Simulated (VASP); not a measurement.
# GaSb (I-4m2) in VASP: notebook, part 2 of 2

VASP 6.6.1.

## Step 3: Single point, PBE (biaxial strain in the a-b plane: +6.0 %)

Input file INCAR:

```
SYSTEM = GaSb
PREC = Accurate
ENCUT = 520
EDIFF = 1E-7
ISMEAR = 0
SIGMA = 0.1
LREAL = .FALSE.
LASPH = .TRUE.
NELM = 80
ALGO = Normal
ISIF = 2
LWAVE = .FALSE.
LCHARG = .FALSE.
GGA = PE
NBANDS = 26
```

Input file KPOINTS:

```
Automatic mesh
0
G
  10 10 8
  0 0 0
```

Input file POSCAR:

```
GaSb
1.0
    3.2942082256      3.2942082256      0.0000000000
   -3.2942082256      3.2942082256      0.0000000000
    0.0000000000      0.0000000000      5.9917296783
Ga Sb
2 2
Direct
    0.0000000000      0.0000000000      0.0000000000
    0.5000000000      0.5000000000      0.5000000000
    0.5000000000      0.0000000000      0.2500000000
    0.0000000000      0.5000000000      0.7500000000
```

Potentials or basis: VASP PAW PBE potentials, release 64 (Ga_d, Sb).

Run with:

```console
$ cat potpaw_PBE.64/Ga_d/POTCAR potpaw_PBE.64/Sb/POTCAR > POTCAR
$ mpirun -np 1 vasp_std > vasp.out
```

OUTCAR:

```text
SYSTEM = GaSb
   PREC = Accurate
   ENCUT = 520
   EDIFF = 1E-7
   ISMEAR = 0
   LREAL = .FALSE.
   LASPH = .TRUE.
   NELM = 80
   ISIF = 2
   GGA = PE

 ion  position               nearest neighbor table
   1  0.000  0.000  0.000-   3 2.77   4 2.77   4 2.77   3 2.77
   2  0.500  0.500  0.500-   3 2.77   4 2.77   3 2.77   4 2.77
   3  0.500  0.000  0.250-   1 2.77   2 2.77   2 2.77   1 2.77
   4  0.000  0.500  0.750-   1 2.77   2 2.77   1 2.77   2 2.77

  LATTYP: Found a simple tetragonal cell.
 ALAT       =     4.6587139499
 C/A-ratio  =     1.2861338435

  Lattice vectors:

 A1 = (   3.2942082256,   3.2942082256,   0.0000000000)
 A2 = (  -3.2942082256,   3.2942082256,   0.0000000000)
 A3 = (   0.0000000000,   0.0000000000,   5.9917296783)

Analysis of symmetry for initial positions (statically):
=====================================================================
 Subroutine PRICEL returns following result:

  LATTYP: Found a body centered tetragonal cell.
 ALAT       =     4.6587139499
 C/A-ratio  =     1.2861338435

  Lattice vectors:

 A1 = (   0.0000000000,  -3.2942082256,  -2.9958648391)
 A2 = (   0.0000000000,   3.2942082256,  -2.9958648392)
 A3 = (   3.2942082256,   0.0000000000,   2.9958648391)

   2 primitive cells build up your supercell.

 Routine SETGRP: Setting up the symmetry group for a
 simple tetragonal supercell.

 Subroutine GETGRP returns: Found  8 space group operations
 (whereof  8 operations were pure point group operations)
 out of a pool of 16 trial point group operations.

The static configuration has the point symmetry D_2d.

Analysis of symmetry for dynamics (positions and initial velocities):
=====================================================================
 Subroutine PRICEL returns following result:

  LATTYP: Found a body centered tetragonal cell.
 ALAT       =     4.6587139499
 C/A-ratio  =     1.2861338435

  Lattice vectors:

 A1 = (   0.0000000000,  -3.2942082256,  -2.9958648391)
 A2 = (   0.0000000000,   3.2942082256,  -2.9958648392)
 A3 = (   3.2942082256,   0.0000000000,   2.9958648391)

   2 primitive cells build up your supercell.

 Routine SETGRP: Setting up the symmetry group for a
 simple tetragonal supercell.

 Subroutine GETGRP returns: Found  8 space group operations
 (whereof  8 operations were pure point group operations)
 out of a pool of 16 trial point group operations.

The dynamic configuration has the point symmetry D_2d.

 Subroutine INISYM returns: Found  8 space group operations
 (whereof  8 operations are pure point group operations),
 and found     2 'primitive' translations

----------------------------------------------------------------------------------------

                                     Primitive cell

  volume of cell :      65.0211

  direct lattice vectors                    reciprocal lattice vectors
     0.000000000 -3.294208226 -2.995864839     0.151781541 -0.151781541 -0.166896715
     0.000000000  3.294208226 -2.995864839     0.151781541  0.151781541 -0.166896715
     3.294208226  0.000000000  2.995864839     0.303563081  0.000000000  0.000000000

[... 31 lines left out ...]
     0.000000000  0.000000000  0.000000000

 Subroutine IBZKPT returns following result:
 ===========================================

 Found    105 irreducible k-points:

 Following reciprocal coordinates:
            Coordinates               Weight
  0.000000  0.000000  0.000000      1.000000
  0.100000  0.000000  0.000000      4.000000
  0.200000  0.000000  0.000000      4.000000
  0.300000  0.000000  0.000000      4.000000
  0.400000  0.000000  0.000000      4.000000
  0.500000  0.000000  0.000000      2.000000
[... 16 lines left out ...]
  0.100000  0.000000  0.125000      8.000000
  0.200000  0.000000  0.125000      8.000000
 [... further k-points ...]
   k-points           NKPTS =    105   k-points in BZ     NKDIM =    105   number of bands    NBANDS=     26
   number of dos      NEDOS =    301   number of ions     NIONS =      4
   total plane-waves  NPLWV =  62208
   dimension x,y,z NGX =    36 NGY =   36 NGZ =   48
   dimension x,y,z NGXF=    72 NGYF=   72 NGZF=   96
   ions per type =               2   2
   NGX,Y,Z   is equivalent  to a cutoff of  12.85, 12.85, 13.32 a.u.
   NGXF,Y,Z  is equivalent  to a cutoff of  25.69, 25.69, 26.64 a.u.
 SYSTEM =  GaSb
   PREC   = accura    normal or accurate (medium, high low for compatibility)
   ISTART =      0    job   : 0-new  1-cont  2-samecut
   ICHARG =      2    charge: 1-file 2-atom 10-const
   ISPIN  =      1    spin polarized calculation?
   LNONCOLLINEAR =      F non collinear calculations
   LSORBIT =      F    spin-orbit coupling
   LASPH  =      T    aspherical Exc in radial PAW
   ENCUT  =  520.0 eV  38.22 Ry    6.18 a.u.   8.66  8.66 11.14*2*pi/ulx,y,z
   NELM   =     80;   NELMIN=  2; NELMDL= -5     # of ELM steps
   EDIFF  = 0.1E-06   stopping-criterion for ELM
   LREAL  =      F    real-space projection
   EDIFFG = 0.1E-05   stopping-criterion for IOM
   NSW    =      0    number of steps for IOM
   IBRION =     -1    ionic relax: 0-MD 1-quasi-New 2-CG
   NFREE  =      0    steps in history (QN), initial steepest desc. (CG)
   ISIF   =      2    stress and relaxation
   ISYM   =      2    0-nonsym 1-usesym 2-fastsym
   POTIM  = 0.5000    time-step for ionic-motion
   TEBEG  =    0.0;   TEEND  =   0.0 temperature during run
   PSTRESS=    0.0 pullay stress
   NELECT =      36.0000    total number of electrons
   NUPDOWN=      -1.0000    fix difference up-down
   EMIN   =  10.00;   EMAX   =-10.00  energy-range for DOS
   EFERMI =   0.00;   METHOD = LEGACY
   ISMEAR =     0;   SIGMA  =   0.10  broadening in eV -4-tet -1-fermi 0-gaus
   EFERMI_NEDOS =   21; number of points for ismear=-14 and -15
   IALGO  =     38    algorithm
   IMIX   =      4    mixing-type and parameters
     AMIX     =   0.40;   BMIX     =  1.00
     AMIX_MAG =   1.60;   BMIX_MAG =  1.00
  volume/ion in A,a.u.               =      32.51       219.39
  Fermi-wavevector in a.u.,A,eV,Ry     =   1.066959  2.016259 15.488881  1.138401
  Thomas-Fermi vector in A             =   2.202560
   LORBIT       =      0    0 simple, 1 ext, 2 COOP (PROOUT), +10 PAW based schemes
   GGA     = PE    functional components
   LHFCALC =     F    Hartree Fock is set to
   AEXX    =    0.0000 exact exchange contribution
   IVDW    =     0    specifies the selected vdW correction
   LEPSILON=     F    determine dielectric tensor
   LRPA    =     F    only Hartree local field effects (RPA)
 non-spin polarized calculation
 Gauss-broadening in eV      SIGMA  =   0.10
  energy-cutoff  :      520.00
  volume of cell :      130.04
 maximum number of plane-waves:      3559
 NGX is ok and might be reduce to    36
   NGX = 17   NGY = 17   NGZ = 23

 number of electron      35.9999984 magnetization

 Free energy of the ion-electron system (eV)
  ---------------------------------------------------
  ext. energy  EPLUGINS =         0.00000000
  ---------------------------------------------------
  free energy    TOTEN  =       -14.56450697 eV

  energy without entropy =      -14.56351097  energy(sigma->0) =      -14.56400897

 E-fermi :   3.7369     XC(G=0):  -8.5557

 val. band max:        3.7038887121   @ k =   0.1000   0.0000   0.0000
 cond. band min:       3.7482587906   @ k =   0.5000   0.0000   0.5000
 fundamental gap:      0.0443700786
 Fermi energy:         3.7369212522

 k-point     1 :       0.0000    0.0000    0.0000
  band No.  band energies     occupation
      1     -11.1981      2.00000
      2     -11.1802      2.00000
      3     -11.1802      2.00000
      4     -11.1658      2.00000
      5     -11.1644      2.00000
      6     -11.1644      2.00000
[... 685 lines left out ...]
     25       9.6682      0.00000
     26      10.0917      0.00000

 [... further k-points ...]

------------------------ aborting loop because EDIFF is reached ----------------------------------------

  FORCE on cell =-STRESS in cart. coord.  units (eV):
  Direction    XX          YY          ZZ          XY          YZ          ZX
  --------------------------------------------------------------------------------------
  -------------------------------------------------------------------------------------
  Total       -3.2217858     -3.2217858     -0.7023406      0.0000000     -0.0000000      0.0000000
  in kB      -39.6938237    -39.6938237     -8.6531463      0.0000000     -0.0000000      0.0000000
  external PRESSURE =     -29.3469313 kB  Pullay stress =       0.0000000 kB

 VOLUME and BASIS-vectors are now :
 -----------------------------------------------------------------------------
  energy-cutoff  :      520.00
  volume of cell :      130.04
      direct lattice vectors                 reciprocal lattice vectors
     3.294208226  3.294208226  0.000000000     0.151781541  0.151781541  0.000000000
    -3.294208226  3.294208226  0.000000000    -0.151781541  0.151781541  0.000000000
     0.000000000  0.000000000  5.991729678     0.000000000  0.000000000  0.166896715

 POSITION                                       TOTAL-FORCE (eV/Angst)
 -----------------------------------------------------------------------------------
      0.00000      0.00000      0.00000         0.000000      0.000000     -0.000000
      0.00000      3.29421      2.99586        -0.000000     -0.000000      0.000000
      1.64710      1.64710      1.49793        -0.000000      0.000000     -0.000000
     -1.64710      1.64710      4.49380        -0.000000      0.000000     -0.000000
 -----------------------------------------------------------------------------------
    total drift:                               -0.000000      0.000000      0.000000

  FREE ENERGIE OF THE ION-ELECTRON SYSTEM (eV)
  ---------------------------------------------------
  free  energy   TOTEN  =       -14.5645069661 eV

  energy  without entropy=      -14.5635109684  energy(sigma->0) =      -14.56400897
```

OSZICAR:

```text
N       E                     dE             d eps       ncg     rms          rms(c)
DAV:   1     0.220297058358E+03    0.22030E+03   -0.16415E+04  5552   0.166E+03
DAV:   2     0.101250889197E+02   -0.21017E+03   -0.20353E+03  6152   0.383E+02
DAV:   3    -0.138934573425E+02   -0.24019E+02   -0.23779E+02  6800   0.112E+02
DAV:   4    -0.146204293105E+02   -0.72697E+00   -0.72496E+00  6098   0.204E+01
DAV:   5    -0.146412677320E+02   -0.20838E-01   -0.20833E-01  7402   0.333E+00    0.384E+00
DAV:   6    -0.145760887291E+02    0.65179E-01   -0.14509E-01  7540   0.445E+00    0.220E+00
DAV:   7    -0.145617793920E+02    0.14309E-01   -0.67633E-02  6350   0.169E+00    0.458E-01
DAV:   8    -0.145635297433E+02   -0.17504E-02   -0.11842E-02  5950   0.109E+00    0.807E-02
DAV:   9    -0.145641816918E+02   -0.65195E-03   -0.11774E-03  6156   0.289E-01    0.374E-02
DAV:  10    -0.145644765884E+02   -0.29490E-03   -0.33434E-04  6714   0.932E-02    0.101E-02
DAV:  11    -0.145645047885E+02   -0.28200E-04   -0.46429E-05  6394   0.317E-02    0.605E-03
DAV:  12    -0.145645069160E+02   -0.21275E-05   -0.41835E-06  5948   0.130E-02    0.205E-03
DAV:  13    -0.145645069661E+02   -0.50148E-07   -0.21296E-07  5666   0.321E-03
   1 F= -.14564507E+02 E0= -.14564009E+02  d E =-.995998E-03
```

stdout:

```text
POSCAR found type information on POSCAR GaSb
 POSCAR found :  2 types and       4 ions
 scaLAPACK will be used
 LDA part: xc-table for (Slater+PW92), standard interpolation
 POSCAR, INCAR and KPOINTS ok, starting setup
 FFT: planning ... GRIDC
 FFT: planning ... GRID_SOFT
 FFT: planning ... GRID
 WAVECAR not read
 entering main loop
```

It took 2.1 min on 1 thread of Intel Xeon 6975P-C (Granite Rapids), shared host; peak memory 0.46 GiB.

Results:

* Free energy: -14.5645 eV
* Pressure: -2.9 GPa

Stress tensor (GPa, compression positive):
```
-3.97  0.00  0.00
 0.00 -3.97  0.00
 0.00  0.00 -0.87
```

Levels at points of the mesh, in eV from the Fermi level:
| k point | band 16 | band 17 | band 18 | band 19 | band 20 | band 21 |
| --- | --- | --- | --- | --- | --- | --- |
| (0.00, 0.00, 0.00) | -0.95 | -0.23 | -0.23 | 0.20 | 0.52 | 1.10 |
| (0.50, 0.00, 0.00) | -2.50 | -1.41 | -1.41 | 1.41 | 1.41 | 4.40 |
| (0.50, 0.50, 0.00) | -2.08 | -2.01 | -2.01 | 1.15 | 1.15 | 1.56 |
| (0.00, 0.00, 0.50) | -1.69 | -1.69 | -1.69 | 0.82 | 0.82 | 2.52 |
| (0.50, 0.00, 0.50) | -1.32 | -0.76 | -0.76 | 0.01 | 0.01 | 3.45 |
| (0.50, 0.50, 0.50) | -2.85 | -2.68 | -2.68 | 3.65 | 3.65 | 4.61 |

Caveat: the cell differs from its parent crystal (biaxial strain in the a-b plane: +6.0 %); spin-orbit coupling is left out, which moves the levels of the heavy elements.

## Step 4: Single point, PBE (biaxial strain in the a-b plane: +6.0 %)

Input file INCAR:

```
SYSTEM = GaSb
PREC = Accurate
ENCUT = 500
EDIFF = 1E-6
ISMEAR = 0
SIGMA = 0.1
LREAL = .FALSE.
LASPH = .TRUE.
NELM = 120
ALGO = Normal
ISIF = 2
LWAVE = .FALSE.
LCHARG = .FALSE.
GGA = PE
NBANDS = 36
GGA_COMPAT = .FALSE.
```

KPOINTS is that of step 3.

POSCAR is that of step 3.

Potentials or basis: VASP PAW PBE potentials, release 64 (Ga_d, Sb_d_GW).

Run with:

```console
$ cat potpaw_PBE.64/Ga_d/POTCAR potpaw_PBE.64/Sb_d_GW/POTCAR > POTCAR
$ mpirun -np 1 vasp_std > vasp.out
```

It took 7.8 min on 1 thread of Intel Xeon Platinum 8488C (Sapphire Rapids), shared host; peak memory 0.57 GiB.

The run converged. Its results:

* Free energy: -14.6012 eV
* Pressure: -3.0 GPa

Stress tensor (GPa, compression positive):
```
-4.01  0.00  0.00
 0.00 -4.01  0.00
 0.00  0.00 -0.90
```

Levels at points of the mesh, in eV from the Fermi level:
| k point | band 24 | band 25 | band 26 | band 27 | band 28 | band 29 | band 30 | band 31 | band 32 | band 33 |
| --- | --- | --- | --- | --- | --- | --- | --- | --- | --- | --- |
| (0.00, 0.00, 0.00) | -2.54 | -2.54 | -0.96 | -0.23 | -0.23 | 0.20 | 0.53 | 1.10 | 2.59 | 2.86 |
| (0.50, 0.00, 0.00) | -5.21 | -2.50 | -2.50 | -1.41 | -1.41 | 1.42 | 1.42 | 4.41 | 4.41 | 4.47 |
| (0.50, 0.50, 0.00) | -6.45 | -2.08 | -2.08 | -2.01 | -2.01 | 1.15 | 1.15 | 1.56 | 1.56 | 7.42 |
| (0.00, 0.00, 0.50) | -3.91 | -1.68 | -1.68 | -1.68 | -1.68 | 0.83 | 0.83 | 2.52 | 2.52 | 5.09 |
| (0.50, 0.00, 0.50) | -5.87 | -1.32 | -1.32 | -0.76 | -0.76 | 0.01 | 0.01 | 3.46 | 3.46 | 3.94 |
| (0.50, 0.50, 0.50) | -6.31 | -2.85 | -2.85 | -2.68 | -2.68 | 3.65 | 3.65 | 4.61 | 4.61 | 4.70 |

Caveat: the cell differs from its parent crystal (biaxial strain in the a-b plane: +6.0 %); spin-orbit coupling is left out, which moves the levels of the heavy elements.

## Step 5: Overview

```tsv
potentials or basis	cell	cutoff (eV)	second run	pressure (GPa)
VASP PAW PBE potentials, release 64 (Ga_d, Sb)	a = 4.659, b = 4.659, c = 5.878 Å, 4 atoms	520	-	-2.4
VASP PAW PBE potentials, release 64 (Ga_d, Sb)	a = 4.659, b = 4.659, c = 5.992 Å, 4 atoms	520	-	-2.9
VASP PAW PBE potentials, release 64 (Ga_d, Sb_d_GW)	a = 4.659, b = 4.659, c = 5.992 Å, 4 atoms	500	valence_matched	-3.0
```

Alike in all rows: task single point; level PBE; no spin polarisation; k mesh 10 × 10 × 8; smearing gaussian 0.1 eV.

Caveats: spin-orbit coupling is left out, which moves the levels of the heavy elements.

Absolute energies hang on the potentials; compare differences alone.
